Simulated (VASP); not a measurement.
BiTe:

```xyz
2
Lattice="0.0000 3.2984 3.2984 3.2984 0.0000 3.2984 3.2984 3.2984 0.0000" Properties=species:S:1:pos:R:3 pbc="T T T"
Bi    0.0000    0.0000    0.0000
Te    3.2984    3.2984    3.2984
```

This cell differs from its parent crystal: volume scaled by 1.06.

Base run:

| Quantity | Value |
| --- | --- |
| Program | VASP 6.6.1 |
| Functional | PBEsol |
| Potentials or basis | VASP PAW PBE potentials, release 64 (Bi_d, Te) |
| Cutoff | 520 eV |
| k mesh | 7 × 7 × 7 |
| Occupations | fermi-dirac, width 0.05 eV |
| Spin | no spin polarisation |

Its results: pressure -3.9 GPa.

The run is repeated on the same cell with these changes: functional from PBEsol to r2SCAN. What comes out?

Pressure -2.5 GPa.

Caveats: the PAW data sets were made with another functional, which shifts forces and pressure a little.
